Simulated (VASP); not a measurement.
Input of a VASP 6.6.1 run:

The input INCAR:

```
SYSTEM = B4MoRu
  PREC = Accurate
  ENCUT = 520
  EDIFF = 1E-6
  ISMEAR = 0
  SIGMA = 0.1
  LREAL = .FALSE.
  LASPH = .TRUE.
  NELM = 150
  ALGO = Normal
  ISIF = 2
  LWAVE = .FALSE.
  LCHARG = .TRUE.
  ISPIN = 2
  MAGMOM = 0 0 0 0 1 1
  LORBIT = 11
  LMAXMIX = 4
  GGA = PE
  LELF = .TRUE.
  LVHAR = .TRUE.
  NBANDS = 33
```

The input KPOINTS:

```
Automatic mesh
0
G
  4 4 6
  0 0 0
```

POSCAR

```
B4MoRu
1.0
    2.4288430814     -3.8266872567      0.0000000000
    2.4288430814      3.8266872567      0.0000000000
    0.0000000000      0.0000000000      2.8929845822
B Mo Ru
4 1 1
Direct
    0.2126681528      0.7873318472      0.0000000000
    0.7873318472      0.2126681528      0.0000000000
    0.0000000000      0.5000000000      0.5000000000
    0.5000000000      0.0000000000      0.5000000000
    0.5000000000      0.5000000000      0.0000000000
    0.0000000000      0.0000000000      0.5000000000
```

Potentials or basis: VASP PAW PBE potentials, release 64 (B, Mo_sv, Ru_pv).

The run is started by

```sh
$ cat potpaw_PBE.64/B/POTCAR potpaw_PBE.64/Mo_sv/POTCAR potpaw_PBE.64/Ru_pv/POTCAR > POTCAR
$ mpirun -np 1 vasp_std > vasp.out
```

Question: Predict the net moment.

Answer: 0.00 μB per cell.

Question: Predict the largest force.

Answer: 0.012 eV/Å.

Stress tensor (GPa, compression positive):
```
 0.19  0.00  0.00
 0.00  0.21  0.00
 0.00  0.00 -0.05
```

Caveat: the k points lie up to 0.38 Å⁻¹ apart, too coarse for converged energies and pressures of a metal.
